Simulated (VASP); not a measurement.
Here is a VASP 6.6.1 calculation.

The input INCAR:

```
PREC = Accurate
ENCUT = 520
EDIFF = 1E-7
ISMEAR = 0
SIGMA = 0.1
LREAL = F
LASPH = T
NELM = 60
ALGO = Normal
ISIF = 2
LWAVE = F
LCHARG = T
LDIPOL = T
IDIPOL = 3
DIPOL = 0.5 0.5 0.297
GGA = PE
LELF = T
LVHAR = T
LVACPOTAV = T
NBANDS = 32
```

The input KPOINTS:

```
regular mesh
0
Gamma
  5 5 1
```

POSCAR

```
Al6H
1.0
    5.7135165837      0.0000000000      0.0000000000
    0.0000000000      5.7135165837      0.0000000000
    0.0000000000      0.0000000000     22.1746954317
Al H
12 2
Direct
    0.2500000000      0.2500000000      0.1803857921
    0.2500000000      0.7500000000      0.1803857921
    0.7500000000      0.2500000000      0.1803857921
    0.7500000000      0.7500000000      0.1803857921
    0.0000000000      0.0000000000      0.2744050922
    0.0000000000      0.5000000000      0.2744050922
    0.5000000000      0.0000000000      0.2744050922
    0.5000000000      0.5000000000      0.2744050922
    0.2500000000      0.2500000000      0.3686497277
    0.2500000000      0.7500000000      0.3686497277
    0.7500000000      0.2500000000      0.3686497277
    0.7500000000      0.7500000000      0.3686497277
    0.2500000000      0.8966485891      0.4322357194
    0.2500000000      1.1033514109      0.4322357194
```

Potentials or basis: VASP PAW PBE potentials, release 64 (Al, H).

The run is started by

```bash
$ cat potpaw_PBE.64/Al/POTCAR potpaw_PBE.64/H/POTCAR > POTCAR
$ mpirun -np 1 vasp_std > vasp.out
```

(1) Estimate the largest force.

(2) What does it give for the band gap on the k mesh?

Results:

(1) 1.208 eV/Å.

(2) zero (bands 19 and 20 overlap by 0.81 eV).
